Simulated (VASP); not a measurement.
Here is a VASP 6.6.1 calculation.

Contents of INCAR:

```
SYSTEM = AlW3
PREC     = Accurate       ! precision mode
ENCUT    = 520            ! plane-wave cutoff, eV
EDIFF    = 1E-6           ! SCF threshold, eV
ISMEAR   = 0              ! smearing method
SIGMA    = 0.1            ! smearing width, eV
LREAL    = .FALSE.        ! projectors in reciprocal space
LASPH    = .TRUE.         ! aspherical terms in the spheres
NELM     = 100            ! most SCF steps
ALGO     = Fast           ! electronic algorithm
ISIF     = 2              ! what is computed and relaxed
LWAVE    = .FALSE.        ! write WAVECAR
LCHARG   = .FALSE.        ! write CHGCAR
GGA      = PE             ! functional
NBANDS   = 30             ! bands
```

Contents of KPOINTS:

```
Automatic mesh
0
G
  12 12 12
  0 0 0
```

POSCAR

```
AlW3
1.0
    3.9894341403      0.0000000000      0.0000000000
    0.0000000000      3.9894341403      0.0000000000
    0.0000000000      0.0000000000      3.9894341403
Al W
1 3
Direct
    0.0000000000      0.0000000000      0.0000000000
    0.5000000000      0.0000000000      0.5000000000
    0.0000000000      0.5000000000      0.5000000000
    0.5000000000      0.5000000000      0.0000000000
```

Potentials or basis: VASP PAW PBE potentials, release 64 (Al, W_sv).

Run with:

```bash
$ cat potpaw_PBE.64/Al/POTCAR potpaw_PBE.64/W_sv/POTCAR > POTCAR
$ mpirun -np 1 vasp_std > vasp.out
```

(1) Predict the pressure.

## Answers

(1) 0.3 GPa.
